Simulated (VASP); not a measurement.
# LiSi16 (a cell with a defect) in VASP: a series of runs

LiSi16 (a cell with a defect) is run at these levels: PBE+D3(BJ); tasks: single point.

Everything below comes from runs of VASP 6.6.1. Logs are shortened: lines on timing, memory, paths and dates and some standing lists are left out, and cuts for length are marked.

### 1 The cell of the first run

The cell holds a defect, 17 atoms: a = 7.679 Å, b = 7.679 Å, c = 7.679 Å, α = 60.00°, β = 60.00°, γ = 60.00°.

### 2 Single point, PBE+D3(BJ)

File INCAR:

```
SYSTEM = LiSi16
ALGO = Normal
EDIFF = 1E-6
ENCUT = 520
GGA = PE
ISIF = 2
ISMEAR = 0
IVDW = 12
LASPH = .True.
LCHARG = .False.
LREAL = Auto
LWAVE = .False.
NBANDS = 48
NELECT = 66.0
NELM = 80
PREC = Accurate
SIGMA = 0.05
```

File KPOINTS:

```
k-points
0
Gamma
  2 2 2
  0 0 0
```

File POSCAR:

```
LiSi16
1.0
    0.0000000000      5.4300000000      5.4300000000
    5.4300000000      0.0000000000      5.4300000000
    5.4300000000      5.4300000000      0.0000000000
Si Li
16 1
Direct
   -0.0107668851      0.0035875500      0.0035148992
    0.1134636257      0.1277496922      0.1276563429
   -0.0087782921      0.0054879837      0.5015464512
    0.1134433566      0.1277427181      0.6309719628
   -0.0087889441      0.5016335948      0.0054204797
    0.1134534317      0.6310490559      0.1276524773
   -0.0087665594      0.5016513805      0.5015552789
    0.1212169297      0.6262598296      0.6261984350
    0.4873159184      0.0055222761      0.0054617121
    0.6167348179      0.1277532582      0.1276496488
    0.4873205870      0.0055573765      0.5015004693
    0.6120169955      0.1353773844      0.6262326918
    0.4873183673      0.5015977473      0.0054795813
    0.6120202329      0.6263016441      0.1353045376
    0.4892779264      0.5035723638      0.5034919724
    0.6120136061      0.6262999048      0.6262316279
    0.7397222856      0.7534259401      0.7534062317
```

Potentials or basis: VASP PAW PBE potentials, release 64 (Si, Li_sv).

Started as:

```sh
> cat potpaw_PBE.64/Si/POTCAR potpaw_PBE.64/Li_sv/POTCAR > POTCAR
> mpirun -np 1 vasp_std > vasp.out
```

OUTCAR:

```text
SYSTEM = LiSi16
   EDIFF = 1E-6
   ENCUT = 520
   GGA = PE
   ISIF = 2
   ISMEAR = 0
   IVDW = 12
   LASPH = .True.
   LREAL = Auto
   NELECT = 66.0
   NELM = 80
   PREC = Accurate
 IVDW          = 12

 ion  position               nearest neighbor table
   1  0.989  0.004  0.004-  10 2.34   2 2.34   6 2.34   4 2.34
   2  0.113  0.128  0.128-   1 2.34   9 2.34   5 2.34   3 2.34
   3  0.991  0.005  0.502-   2 2.34   4 2.34  12 2.38   8 2.38  17 2.73
   4  0.113  0.128  0.631-   1 2.34  11 2.34   3 2.34   7 2.34
   5  0.991  0.502  0.005-   2 2.34   6 2.34  14 2.38   8 2.38  17 2.73
   6  0.113  0.631  0.128-   1 2.34  13 2.34   5 2.34   7 2.34
   7  0.991  0.502  0.502-   6 2.34   4 2.34  16 2.38   8 2.38  17 2.73
   8  0.121  0.626  0.626-  15 2.31   5 2.38   3 2.38   7 2.38  17 2.39
   9  0.487  0.006  0.005-  10 2.34   2 2.34  14 2.38  12 2.38  17 2.74
  10  0.617  0.128  0.128-   1 2.34   9 2.34  13 2.34  11 2.34
  11  0.487  0.006  0.502-  10 2.34   4 2.34  12 2.38  16 2.38  17 2.74
  12  0.612  0.135  0.626-  15 2.31   3 2.38   9 2.38  11 2.38  17 2.39
  13  0.487  0.502  0.005-  10 2.34   6 2.34  14 2.38  16 2.38  17 2.74
  14  0.612  0.626  0.135-  15 2.31   5 2.38   9 2.38  13 2.38  17 2.39
  15  0.489  0.504  0.503-   8 2.31  14 2.31  12 2.31  16 2.31
  16  0.612  0.626  0.626-  15 2.31   7 2.38  13 2.38  11 2.38  17 2.40
  17  0.740  0.753  0.753-   8 2.39  14 2.39  12 2.39  16 2.40   5 2.73   3 2.73   7 2.73   9 2.74
                            13 2.74  11 2.74

  LATTYP: Found a face centered cubic cell.
 ALAT       =    10.8600000000

  Lattice vectors:

 A1 = (   0.0000000000,   5.4300000000,   5.4300000000)
 A2 = (   5.4300000000,   0.0000000000,   5.4300000000)
 A3 = (   5.4300000000,   5.4300000000,   0.0000000000)

Analysis of symmetry for initial positions (statically):
=====================================================================
 Subroutine PRICEL returns:
 Original cell was already a primitive cell.

 Routine SETGRP: Setting up the symmetry group for a
 face centered cubic supercell.

 Subroutine GETGRP returns: Found  1 space group operations
 (whereof  1 operations were pure point group operations)
 out of a pool of 48 trial point group operations.

The static configuration has the point symmetry C_1 .

Analysis of symmetry for dynamics (positions and initial velocities):
=====================================================================
 Subroutine PRICEL returns:
 Original cell was already a primitive cell.

 Routine SETGRP: Setting up the symmetry group for a
 face centered cubic supercell.

 Subroutine GETGRP returns: Found  1 space group operations
 (whereof  1 operations were pure point group operations)
 out of a pool of 48 trial point group operations.

The dynamic configuration has the point symmetry C_1 .

 Subroutine INISYM returns: Found  1 space group operations
 (whereof  1 operations are pure point group operations),
 and found     1 'primitive' translations

----------------------------------------------------------------------------------------

                                     Primitive cell

  volume of cell :     320.2060

  direct lattice vectors                    reciprocal lattice vectors
     0.000000000  5.430000000  5.430000000    -0.092081031  0.092081031  0.092081031
     5.430000000  0.000000000  5.430000000     0.092081031 -0.092081031  0.092081031
     5.430000000  5.430000000  0.000000000     0.092081031  0.092081031 -0.092081031

  length of vectors
     7.679179644  7.679179644  7.679179644     0.159489025  0.159489025  0.159489025

  position of ions in fractional coordinates (direct lattice)
     0.989233115  0.003587550  0.003514899
     0.113463626  0.127749692  0.127656343
     0.991221708  0.005487984  0.501546451
     0.113443357  0.127742718  0.630971963
     0.991211056  0.501633595  0.005420480
     0.113453432  0.631049056  0.127652477
[... 9 lines left out ...]
     0.612013606  0.626299905  0.626231628
     0.739722286  0.753425940  0.753406232

  ion indices of the primitive-cell ions
   primitive index   ion index
                 1           1
                 2           2
                 3           3
                 4           4
                 5           5
                 6           6
[... 9 lines left out ...]
                16          16
                17          17

----------------------------------------------------------------------------------------

 KPOINTS: k-points

Automatic generation of k-mesh.
 Grid dimensions read from file:
 generate k-points for:    2    2    2

 Generating k-lattice:

  Cartesian coordinates                     Fractional coordinates (reciprocal lattice)
    -0.046040516  0.046040516  0.046040516     0.500000000  0.000000000  0.000000000
     0.046040516 -0.046040516  0.046040516     0.000000000  0.500000000  0.000000000
     0.046040516  0.046040516 -0.046040516     0.000000000  0.000000000  0.500000000

  Length of vectors
     0.079744512  0.079744512  0.079744512

  Shift w.r.t. Gamma in fractional coordinates (k-lattice)
     0.000000000  0.000000000  0.000000000

 Subroutine IBZKPT returns following result:
 ===========================================

 Found      8 irreducible k-points:

 Following reciprocal coordinates:
            Coordinates               Weight
  0.000000  0.000000  0.000000      1.000000
  0.500000  0.000000  0.000000      1.000000
  0.000000  0.500000  0.000000      1.000000
  0.000000  0.000000  0.500000      1.000000
  0.500000  0.500000  0.500000      1.000000
  0.500000  0.500000  0.000000      1.000000
  0.000000  0.500000  0.500000      1.000000
  0.500000  0.000000  0.500000      1.000000
   k-points           NKPTS =      8   k-points in BZ     NKDIM =      8   number of bands    NBANDS=     48
   number of dos      NEDOS =    301   number of ions     NIONS =     17
   total plane-waves  NPLWV = 216000
   dimension x,y,z NGX =    60 NGY =   60 NGZ =   60
   dimension x,y,z NGXF=   120 NGYF=  120 NGZF=  120
   ions per type =              16   1
   NGX,Y,Z   is equivalent  to a cutoff of  12.99, 12.99, 12.99 a.u.
   NGXF,Y,Z  is equivalent  to a cutoff of  25.98, 25.98, 25.98 a.u.
 SYSTEM =  LiSi16
   PREC   = accura    normal or accurate (medium, high low for compatibility)
   ISTART =      0    job   : 0-new  1-cont  2-samecut
   ICHARG =      2    charge: 1-file 2-atom 10-const
   ISPIN  =      1    spin polarized calculation?
   LNONCOLLINEAR =      F non collinear calculations
   LSORBIT =      F    spin-orbit coupling
   LASPH  =      T    aspherical Exc in radial PAW
   ENCUT  =  520.0 eV  38.22 Ry    6.18 a.u.  14.28 14.28 14.28*2*pi/ulx,y,z
   NELM   =     80;   NELMIN=  2; NELMDL= -5     # of ELM steps
   EDIFF  = 0.1E-05   stopping-criterion for ELM
   LREAL  =      T    real-space projection
   EDIFFG = 0.1E-04   stopping-criterion for IOM
   NSW    =      0    number of steps for IOM
   IBRION =     -1    ionic relax: 0-MD 1-quasi-New 2-CG
   NFREE  =      0    steps in history (QN), initial steepest desc. (CG)
   ISIF   =      2    stress and relaxation
   ISYM   =      2    0-nonsym 1-usesym 2-fastsym
   POTIM  = 0.5000    time-step for ionic-motion
   TEBEG  =    0.0;   TEEND  =   0.0 temperature during run
   PSTRESS=    0.0 pullay stress
   NELECT =      66.0000    total number of electrons
   NUPDOWN=      -1.0000    fix difference up-down
   EMIN   =  10.00;   EMAX   =-10.00  energy-range for DOS
   EFERMI =   0.00;   METHOD = LEGACY
   ISMEAR =     0;   SIGMA  =   0.05  broadening in eV -4-tet -1-fermi 0-gaus
   EFERMI_NEDOS =   21; number of points for ismear=-14 and -15
   IALGO  =     38    algorithm
   IMIX   =      4    mixing-type and parameters
     AMIX     =   0.40;   BMIX     =  1.00
     AMIX_MAG =   1.60;   BMIX_MAG =  1.00
  volume/ion in A,a.u.               =      18.84       127.11
  Fermi-wavevector in a.u.,A,eV,Ry     =   0.967044  1.827449 12.723821  0.935174
  Thomas-Fermi vector in A             =   2.096897
   LORBIT       =      0    0 simple, 1 ext, 2 COOP (PROOUT), +10 PAW based schemes
   GGA     = PE    functional components
   LHFCALC =     F    Hartree Fock is set to
   AEXX    =    0.0000 exact exchange contribution
   IVDW    =    12    specifies the selected vdW correction
   LEPSILON=     F    determine dielectric tensor
   LRPA    =     F    only Hartree local field effects (RPA)
 non-spin polarized calculation
 Gauss-broadening in eV      SIGMA  =   0.05
  energy-cutoff  :      520.00
  volume of cell :      320.21
 maximum number of plane-waves:      8646
 NGX is ok and might be reduce to    60
   NGX = 29   NGY = 29   NGZ = 29

 number of electron      66.0000000 magnetization

 Free energy of the ion-electron system (eV)
  ---------------------------------------------------
  ext. energy  EPLUGINS =         0.00000000
  ---------------------------------------------------
  free energy    TOTEN  =       -93.51430380 eV

  energy without entropy =      -93.51430380  energy(sigma->0) =      -93.51430380

 E-fermi :   6.3929     XC(G=0):  -9.4409

 val. band max:        6.0416545107   @ k =   0.0000   0.0000   0.0000
 cond. band min:       6.6828647140   @ k =   0.0000   0.0000   0.0000
 fundamental gap:      0.6412102033
 Fermi energy:         6.3928615413

 k-point     1 :       0.0000    0.0000    0.0000
  band No.  band energies     occupation
      1     -40.3798      2.00000
      2      -5.9236      2.00000
      3      -3.6721      2.00000
      4      -3.6124      2.00000
      5      -3.6116      2.00000
      6      -3.6114      2.00000
[... 37 lines left out ...]
     44       8.3494      0.00000
     45       8.3496      0.00000

 k-point     2 :       0.5000    0.0000    0.0000
  band No.  band energies     occupation
      1     -40.3798      2.00000
      2      -5.1966      2.00000
      3      -5.0690      2.00000
      4      -3.3553      2.00000
      5      -3.3136      2.00000
      6      -3.3128      2.00000
[... 280 lines left out ...]
 k-point     8 :       0.5000    0.0000    0.5000
  band No.  band energies     occupation
      1     -40.3798      2.00000
      2      -4.9066      2.00000
      3      -4.8161      2.00000
      4      -3.9266      2.00000
      5      -3.8960      2.00000
      6      -3.8953      2.00000
[... 37 lines left out ...]
     44      10.3331      0.00000
     45      10.4009      0.00000
 [bands above 45 left out]

------------------------ aborting loop because EDIFF is reached ----------------------------------------

 Edisp (eV)   -5.45547

 E8    (eV) :    -2.2600

  FORCE on cell =-STRESS in cart. coord.  units (eV):
  Direction    XX          YY          ZZ          XY          YZ          ZX
  --------------------------------------------------------------------------------------
  -------------------------------------------------------------------------------------
  Total      -6.86963    -6.87141    -6.87070    -0.01699     0.01521    -0.01914
  in kB     -34.37276   -34.38169   -34.37811    -0.08503     0.07610    -0.09576
  external pressure =      -34.38 kB  Pullay stress =        0.00 kB

 VOLUME and BASIS-vectors are now :
 -----------------------------------------------------------------------------
  energy-cutoff  :      520.00
  volume of cell :      320.21
      direct lattice vectors                 reciprocal lattice vectors
     0.000000000  5.430000000  5.430000000    -0.092081031  0.092081031  0.092081031
     5.430000000  0.000000000  5.430000000     0.092081031 -0.092081031  0.092081031
     5.430000000  5.430000000  0.000000000     0.092081031  0.092081031 -0.092081031

 POSITION                                       TOTAL-FORCE (eV/Angst)
 -----------------------------------------------------------------------------------
      0.03857      5.39062      5.39102        -0.003946      0.001516      0.002763
      1.38685      1.30928      1.30979         0.003036      0.001936      0.000751
      2.75320      8.10573      5.41213         0.001589      0.000985      0.005205
      4.11982      4.04218      1.30964        -0.001918     -0.003160      0.003288
      2.75330      5.41171      8.10615         0.000487      0.005625      0.000997
      4.11975      1.30921      4.04265        -0.000682      0.003325     -0.003241
[... 9 lines left out ...]
      6.80125      6.72367      6.72404         0.000361     -0.003327     -0.002148
      8.18210      8.10769      8.10779         0.003299     -0.007088     -0.005235
 -----------------------------------------------------------------------------------
    total drift:                               -0.001454      0.003910      0.002066

  FREE ENERGIE OF THE ION-ELECTRON SYSTEM (eV)
  ---------------------------------------------------
  free  energy   TOTEN  =       -98.9697733951 eV

  energy  without entropy=      -98.9697733951  energy(sigma->0) =      -98.96977340
```

Wall time 2 min (1 thread of Intel Xeon 6975P-C (Granite Rapids), shared host); peak memory 0.47 GiB.

Results:

- Free energy: -98.9698 eV
- Largest force: 0.012 eV/Å
- Dispersion energy per atom: -0.321 eV

Forces in eV/Å, atoms in the order of the input:
```
Si  -0.004  0.002  0.003
Si   0.003  0.002  0.001
Si   0.002  0.001  0.005
Si  -0.002 -0.003  0.003
Si   0.000  0.006  0.001
Si  -0.001  0.003 -0.003
Si  -0.005  0.000 -0.002
Si  -0.001 -0.001  0.000
Si  -0.003 -0.002  0.000
Si   0.005 -0.002 -0.003
Si   0.001  0.005 -0.003
Si   0.002 -0.006  0.000
Si   0.000 -0.003  0.004
Si   0.004  0.001 -0.006
Si  -0.005  0.008  0.007
Si   0.000 -0.003 -0.002
Li   0.003 -0.007 -0.005
```

Levels at points of the mesh, in eV from the Fermi level:
```tsv
k point	band 31	band 32	band 33	band 34	band 35	band 36
(0.00, 0.00, 0.00)	-0.35	-0.35	-0.35	0.29	0.29	0.29
(0.50, 0.00, 0.00)	-1.17	-1.08	-1.08	0.85	1.05	1.05
(0.00, 0.50, 0.00)	-1.17	-1.08	-1.08	0.85	1.05	1.05
(0.00, 0.00, 0.50)	-1.17	-1.08	-1.08	0.85	1.05	1.05
(0.50, 0.50, 0.50)	-1.17	-1.08	-1.08	0.85	1.05	1.05
(0.50, 0.50, 0.00)	-1.71	-1.66	-1.62	0.72	0.78	1.84
(0.00, 0.50, 0.50)	-1.71	-1.66	-1.62	0.72	0.78	1.84
(0.50, 0.00, 0.50)	-1.71	-1.66	-1.62	0.72	0.78	1.84
```

Caveat: the k points lie up to 0.50 Å⁻¹ apart; the cell carries a net charge on a neutralising background, which shifts energy and pressure; the cell is charged against a uniform background, so pressure and absolute levels hang on convention; the cutoff is under 1.25 times the usual one of these potentials, so pressure, stress and relaxed cells hold a basis-set (Pulay) error.

### 3 Single point, PBE+D3(BJ)

File INCAR:

```
SYSTEM = LiSi16
PREC = Accurate
ENCUT = 520
EDIFF = 1E-6
ISMEAR = 0
SIGMA = 0.05
LREAL = Auto
LASPH = .True.
NELM = 80
ALGO = Normal
ISIF = 2
LWAVE = .False.
LCHARG = .True.
GGA = PE
IVDW = 12
LELF = .True.
LVHAR = .True.
NBANDS = 48
NELECT = 66.0
```

File KPOINTS:

```
Automatic mesh
0
Gamma
  2 2 2
  0 0 0
```

File POSCAR:

```
LiSi16
1.0
    0.0000000000      5.4300000000      5.4300000000
    5.4300000000      0.0000000000      5.4300000000
    5.4300000000      5.4300000000      0.0000000000
Si Li
16 1
Direct
    0.0012576183     -0.0120607355      0.0055302517
    0.1262810036      0.1118757275      0.1359284455
    0.0041622088     -0.0120405055      0.5040661625
    0.1262666227      0.1118928204      0.6261664448
    0.0017122378      0.4909886727      0.0059453283
    0.1306882625      0.6141055274      0.1277316209
    0.0017147229      0.4910165891      0.5016166543
    0.1268993769      0.6198146863      0.6267895967
    0.5056356824     -0.0120006772      0.0055392727
    0.6274221652      0.1182656792      0.1273087368
    0.5056291402     -0.0120445107      0.5011401195
    0.6360240277      0.1118700140      0.6261859710
    0.5032378458      0.4908539564      0.0031164693
    0.6278397501      0.6141726628      0.1277443280
    0.5060544383      0.4909784439      0.5016137281
    0.6278310918      0.6141235548      0.6305667195
    0.2543702251      1.2373692343      0.7542668702
```

Potentials or basis: VASP PAW PBE potentials, release 64 (Si, Li_sv).

Started as:

```sh
> cat potpaw_PBE.64/Si/POTCAR potpaw_PBE.64/Li_sv/POTCAR > POTCAR
> mpirun -np 1 vasp_std > vasp.out
```

Run time: 1.8 min. Hardware: 1 thread of Intel Xeon 6975P-C (Granite Rapids), shared host; peak memory 0.49 GiB.

The run converged. Its results:

```yaml
Free_energy: -98.9694 eV
Largest_force: 0.018 eV/Å
Dispersion_energy_per_atom: -0.321 eV
```

Forces on the atoms (eV/Å):
```
Si  -0.002  0.002  0.002
Si  -0.004  0.000  0.000
Si   0.004 -0.004  0.004
Si   0.000  0.004  0.001
Si  -0.002 -0.002  0.003
Si  -0.002  0.002 -0.002
Si   0.001  0.002  0.002
Si   0.007 -0.007  0.007
Si  -0.003 -0.002 -0.003
Si  -0.004  0.006 -0.004
Si   0.002  0.002 -0.003
Si  -0.001  0.000 -0.003
Si  -0.006  0.006 -0.006
Si  -0.003  0.001 -0.003
Si   0.003 -0.002 -0.002
Si  -0.002  0.003 -0.002
Li   0.010 -0.011  0.010
```

Levels at points of the mesh, in eV from the Fermi level:
| k point | band 29 | band 30 | band 31 | band 32 | band 33 | band 34 | band 35 | band 36 | band 37 | band 38 |
| --- | --- | --- | --- | --- | --- | --- | --- | --- | --- | --- |
| (0.00, 0.00, 0.00) | -1.49 | -1.48 | -0.36 | -0.36 | -0.36 | 0.29 | 0.29 | 0.29 | 0.36 | 0.36 |
| (0.50, 0.00, 0.00) | -2.47 | -1.17 | -1.17 | -1.08 | -1.08 | 0.84 | 1.05 | 1.05 | 1.23 | 1.24 |
| (0.00, 0.50, 0.00) | -2.46 | -1.17 | -1.17 | -1.08 | -1.08 | 0.85 | 1.04 | 1.04 | 1.23 | 1.25 |
| (0.00, 0.00, 0.50) | -2.47 | -1.17 | -1.17 | -1.08 | -1.08 | 0.84 | 1.05 | 1.05 | 1.23 | 1.24 |
| (0.50, 0.50, 0.50) | -2.47 | -1.17 | -1.17 | -1.08 | -1.08 | 0.84 | 1.04 | 1.05 | 1.23 | 1.24 |
| (0.50, 0.50, 0.00) | -2.26 | -1.72 | -1.72 | -1.67 | -1.63 | 0.71 | 0.78 | 1.84 | 1.95 | 1.95 |
| (0.00, 0.50, 0.50) | -2.26 | -1.72 | -1.72 | -1.67 | -1.63 | 0.71 | 0.78 | 1.84 | 1.95 | 1.95 |
| (0.50, 0.00, 0.50) | -2.26 | -1.72 | -1.72 | -1.67 | -1.63 | 0.71 | 0.78 | 1.84 | 1.95 | 1.95 |

Caveat: the k points lie up to 0.50 Å⁻¹ apart; the cell carries a net charge on a neutralising background, which shifts energy and pressure; the cell is charged against a uniform background, so pressure and absolute levels hang on convention; the cutoff is under 1.25 times the usual one of these potentials, so pressure, stress and relaxed cells hold a basis-set (Pulay) error.

[end of part 1 of 2]
